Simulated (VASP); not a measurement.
A run of VASP 6.6.1 is set up as follows.

File INCAR:

```
PREC     = Accurate       # precision mode
ENCUT    = 520            # plane-wave cutoff, eV
EDIFF    = 1E-8           # SCF threshold, eV
ISMEAR   = -1             # smearing method
SIGMA    = 0.05           # smearing width, eV
LREAL    = F              # projectors in reciprocal space
LASPH    = T              # aspherical terms in the spheres
NELM     = 200            # most SCF steps
ALGO     = Normal         # electronic algorithm
ISIF     = 2              # what is computed and relaxed
LWAVE    = F              # write WAVECAR
LCHARG   = F              # write CHGCAR
ISPIN    = 2              # spin polarisation
MAGMOM   = 2.5 2.5        # initial moments
LORBIT   = 11             # projections on sites
LMAXMIX  = 4              # l up to which the mixer works
GGA      = PE             # functional
LEFG     = T            
NBANDS   = 19             # bands
GGA_COMPAT= F
```

Contents of KPOINTS:

```
Automatic mesh
0
Gamma
  11 11 11
```

Contents of POSCAR:

```
Fe
1.0
    0.0000000000      2.4218490979      2.4218490979
    2.4218490979      0.0000000000      2.4218490979
    2.4218490979      2.4218490979      0.0000000000
Fe
2
Direct
   -0.2375000000     -0.0875000000     -0.0875000000
    0.2375000000      0.0875000000      0.0875000000
```

Potentials or basis: VASP PAW PBE potentials, release 64 (Fe).

Run with:

```bash
$ cat potpaw_PBE.64/Fe/POTCAR > POTCAR
$ mpirun -np 1 vasp_std > vasp.out
```

(1) Estimate the net moment.

(2) Estimate the site moments.

(3) Predict the largest force.

Answers

(1) 0.27 μB per cell.

(2) Fe +0.13 μB.

(3) 17.671 eV/Å.

Caveat: the cell differs from its parent crystal (shortest bond scaled by 0.7); atoms lie so close that the PAW spheres overlap strongly, which falsifies energies and pressures; without QUAD_EFG the Cq values of the log hold for a quadrupole moment of 1 mb, not for the nuclei; forces of over 1 eV/Å act on the atoms, so gaps and moduli don't describe the material at rest.
